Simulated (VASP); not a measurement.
PbSe, 2 atoms in the cell. It takes space group Fm-3m (No. 225, cubic). The conventional cell has a = 6.121 Å, b = 6.121 Å, c = 6.121 Å, α = 90.00°, β = 90.00°, γ = 90.00°. Pb (site symmetry m-3m) has 6 Se at 3.06 Å within 4.0 Å. Within 4.0 Å of Se (site symmetry m-3m) lie 6 Pb at 3.06 Å. 

| Quantity | Value |
| --- | --- |
| Program | VASP 6.6.1 |
| Task | single point |
| Functional | PBE-based screened hybrid with 25 % exact exchange |
| Potentials or basis | VASP PAW PBE potentials, release 64 (Pb_d, Se) |
| Cutoff | 520 eV |
| k mesh | 4 × 4 × 4 |
| Occupations | fermi-dirac, width 0.05 eV |
| Spin | no spin polarisation |
| Dipole correction | no |
| Grid for exact exchange (PRECFOCK) | Normal |
| Share of exact exchange | 0.25 |
| Further INCAR settings | ALGO = Normal; EDIFF = 1e-06; NBANDS = 17 |
| Screening parameter | 0.3 1/Å |

Potentials or basis: VASP PAW PBE potentials, release 64 (Pb_d, Se).

Command:

```bash
$ cat potpaw_PBE.64/Pb_d/POTCAR potpaw_PBE.64/Se/POTCAR > POTCAR
$ cp INCAR.step1 INCAR
$ mpirun -np 1 vasp_std > vasp.out
$ cp INCAR.step2 INCAR
$ mpirun -np 1 vasp_std > vasp.out
```

Hardware: 1 thread of Intel(R) Xeon(R) Platinum 8375C CPU @ 2.90GHz (Ice Lake) (shared host).

**Question.** Estimate the wall time of this run.

**Answer.** It took 14 min on 1 thread of Intel(R) Xeon(R) Platinum 8375C CPU @ 2.90GHz (Ice Lake) (shared host), peak memory 0.3 GiB. Counts: k points 8.
